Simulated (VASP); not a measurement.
Input of a VASP 6.6.1 run:

The input INCAR:

```
SYSTEM = ZrTi2B3
  ALGO = Normal
  EDIFF = 1E-7
  EDIFFG = -0.08
  ENCUT = 600
  GGA = PE
  IBRION = 2
  ISIF = 3
  ISMEAR = 0
  LASPH = .True.
  LCHARG = .False.
  LREAL = .False.
  LWAVE = .False.
  NELM = 80
  NSW = 36
  PREC = Accurate
  SIGMA = 0.2
```

KPOINTS

```
k-points
0
Gamma
  6 6 2
  0 0 0
```

File POSCAR:

```
ZrTi2B3
1.0
    3.2209613200      0.0000000000      0.0000000000
   -1.6104806600      2.7894343200      0.0000000000
    0.0000000000      0.0000000000      7.8212856200
Zr Ti B
1 2 3
Direct
    0.0000000000      0.0000000000      0.0000000000
    0.3333333300      0.6666666700      0.6735060200
    0.6666666700      0.3333333300      0.3264939800
    0.3333333300      0.6666666700      0.1539180000
    0.6666666700      0.3333333300      0.8460820000
    0.0000000000      0.0000000000      0.5000000000
```

Potentials or basis: VASP PAW PBE potentials, release 64 (Zr_sv, Ti_sv, B).

Launch:

```sh
$ cat potpaw_PBE.64/Zr_sv/POTCAR potpaw_PBE.64/Ti_sv/POTCAR potpaw_PBE.64/B/POTCAR > POTCAR
$ mpirun -np 1 vasp_std > vasp.out
```

Question: What does it give for the relaxed cell?

Answer: a = 3.356 Å, b = 3.356 Å, c = 7.807 Å, α = 90.00°, β = 90.00°, γ = 120.00°.

Question: Estimate the relaxed volume.

Answer: 12.69 Å³/atom.

Final structure:
```yaml
crystal:
  lattice:
    - [3.35597, 0.00000, 0.00000]
    - [-1.67799, 2.90636, 0.00000]
    - [0.00000, 0.00000, 7.80682]
  atoms:
    - { symbol: Zr, position: [0.00000, 0.00000, 0.00000] }
    - { symbol: Ti, position: [0.33333, 0.66667, 0.65738] }
    - { symbol: Ti, position: [0.66667, 0.33333, 0.34262] }
    - { symbol: B, position: [0.33333, 0.66667, 0.18747] }
    - { symbol: B, position: [0.66667, 0.33333, 0.81253] }
    - { symbol: B, position: [0.00000, 0.00000, 0.50000] }
```

Caveat: the k points lie up to 0.40 Å⁻¹ apart in the final cell.
